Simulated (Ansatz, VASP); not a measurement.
**One calculation of LaGa2, two programs**

INCAR

```
ALGO = Normal
EDIFF = 1E-6
ENCUT = 520
ISIF = 2
ISMEAR = -1
LASPH = True
LCHARG = True
LELF = True
LREAL = False
LVHAR = True
LWAVE = False
NBANDS = 26
NELM = 80
PREC = Accurate
SIGMA = 0.3
```

File KPOINTS:

```
k-points
0
Gamma
  8 8 7
```

Contents of POSCAR:

```
LaGa2
1.0
    4.3200000000      0.0000000000      0.0000000000
   -2.1600000000      3.7412300000      0.0000000000
    0.0000000000      0.0000000000      4.4160000000
La Ga
1 2
Direct
    0.0000000000      0.0000000000      0.0000000000
    0.3333333333      0.6666666667      0.5000000000
    0.6666666667      0.3333333333      0.5000000000
```

Input for Ansatz:

```yaml
crystal:
  lattice:
    - [4.32, 0.0, 0.0]
    - [-2.16, 3.74123, 0.0]
    - [0.0, 0.0, 4.416]
  atoms:
    - { symbol: La, position: [0.0, 0.0, 0.0] }
    - { symbol: Ga, position: [0.3333333333333333, 0.6666666666666666, 0.5] }
    - { symbol: Ga, position: [0.6666666666666666, 0.3333333333333333, 0.5] }
basis:
  ecutwfc: 530.0
kpoints:
  mp_grid:
    grid: [8, 8, 7]
hamiltonian:
  xc: lda
scf:
  lower_state_search: light
  mixing:
    algorithm: broyden
  occupations:
    method: fermi_dirac
    width: 0.3
output:
  stress: true
```

Alike in both runs: task single point; functional LDA; k mesh 8 × 8 × 7; occupations fermi-dirac, width 0.3 eV; no spin polarisation.

|  | VASP | Ansatz |
| --- | --- | --- |
| version | VASP 6.6.1 | Ansatz 0.2.0 |
| potentials or method | VASP PAW LDA potentials, release 64 (La, Ga_d), cutoff 520 eV | plane waves, PAW |
| valence electrons in the cell | 37 | 37 |

|  | VASP | Ansatz | Ansatz less VASP |
| --- | --- | --- | --- |
| pressure (GPa) | -3.9 | -4.0 | -0.09 |
| traceless stress, the component that is largest in VASP (GPa) | 0.57 | 0.64 | +0.071 |

LDA's correlation is that of Perdew and Zunger in VASP and of Perdew and Wang (1992) in Ansatz.

Spin-orbit coupling is off throughout.
